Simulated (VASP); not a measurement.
LiF, 2 atoms in the cell. The structure is cubic, space group Fm-3m (No. 225). Conventional cell: a = 4.207 Å, b = 4.207 Å, c = 4.207 Å, α = 90.00°, β = 90.00°, γ = 90.00°. Within 2.8 Å of Li (site symmetry m-3m) lie 6 F at 2.10 Å. F (site symmetry m-3m) has 6 Li at 2.10 Å within 2.8 Å.  This cell differs from its parent crystal: strain +5.5%.

- Program: VASP 6.6.1
- Task: single point
- Functional: r2SCAN
- Potentials or basis: VASP PAW PBE potentials, release 64 (Li_sv, F_h)
- Cutoff: 1490 eV
- k mesh: 10 × 10 × 10
- Occupations: gaussian, width 0.01 eV
- Spin: no spin polarisation
- Dipole correction: no
- Further INCAR settings: ALGO = Normal; EDIFF = 1e-06; NBANDS = 12

Potentials or basis: VASP PAW PBE potentials, release 64 (Li_sv, F_h).

The run is started by

```sh
$ cat potpaw_PBE.64/Li_sv/POTCAR potpaw_PBE.64/F_h/POTCAR > POTCAR
$ cp INCAR.step1 INCAR
$ mpirun -np 1 vasp_std > vasp.out
$ cp INCAR.step2 INCAR
$ mpirun -np 1 vasp_std > vasp.out
```

Hardware: 1 thread of Intel(R) Xeon(R) Platinum 8175M CPU @ 2.50GHz (Skylake/Cascade Lake) (shared host).

Problem. How long does it take, and how much memory?

Solution. Run time: 3 min on 1 thread of Intel(R) Xeon(R) Platinum 8175M CPU @ 2.50GHz (Skylake/Cascade Lake), on a shared host, peak memory 0.26 GiB. Counts: k points 47.
